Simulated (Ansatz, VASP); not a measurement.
Two plane-wave programs on Zn2Cl3

```
Zn Cl
1.0
     5.20698    0.00000    0.00000
    -2.60349    4.50938    0.00000
     0.00000    0.00000    4.76395
Zn Cl
2 3
Direct
  0.33333 0.66667 0.18103
  0.66667 0.33333 0.81897
  0.00000 0.00000 0.00000
  0.33333 0.66667 0.67713
  0.66667 0.33333 0.32287
```

Alike in both runs: functional PBE; k mesh 6 × 6 × 4; occupations gaussian, width 0.1 eV; no spin polarisation.

Ansatz relaxed the structure, and its values are those at the end. VASP's run is a single point on that final structure, the one shown.

|  | VASP | Ansatz |
| --- | --- | --- |
| version | VASP 6.6.1 | Ansatz 0.2.0 |
| potentials or method | VASP PAW PBE potentials, release 64 (Zn, Cl), cutoff 520 eV | scalar-relativistic, plane waves, PAW |
| valence electrons in the cell | 45 | 45 |

```csv
,VASP,Ansatz,Ansatz less VASP
gap on the k mesh at the Fermi level (eV),none,none,-
pressure (GPa),0.3,0.2,-0.05
```

A gap of «none» marks a metal or a gap that the smearing closes.
